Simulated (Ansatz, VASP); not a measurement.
**Two plane-wave programs on Na2S**

```
Na S
1.0
     3.25559    3.25559    0.00000
    -3.25559    3.25559    0.00000
     0.00000    3.25559    3.25559
Na S
2 1
Direct
  0.25000 0.75000 0.50000
  0.75000 0.25000 0.50000
  0.00000 0.00000 0.00000
```

Alike in both runs: functional r2SCAN; k mesh 10 × 10 × 10; occupations fermi-dirac, width 0.05 eV; no spin polarisation.

Ansatz relaxed the structure, and its values are those at the end. VASP's run is a single point on that final structure, the one shown.

|  | VASP | Ansatz |
| --- | --- | --- |
| version | VASP 6.6.1 | Ansatz 0.2.0 |
| potentials or method | VASP PAW PBE potentials, release 64 (Na_pv, S) | PAW with Ansatz's default frozen-core files, scalar-relativistic |
| plane-wave cutoff (eV) | 550 | 500 |
| valence electrons in the cell | 20 | 24 |

Ansatz gave:

| Quantity | Value |
| --- | --- |
| pressure (GPa) | 0.0 |

Estimate VASP's values.

pressure (GPa): -0.1.

VASP's potentials were made for PBE, not for r2SCAN. With one functional, cell and mesh, what is left measures potentials, basis and numerics. VASP's potentials hold 20 valence electrons a cell and Ansatz's 24, so a difference there can come from the potentials and not from the codes.
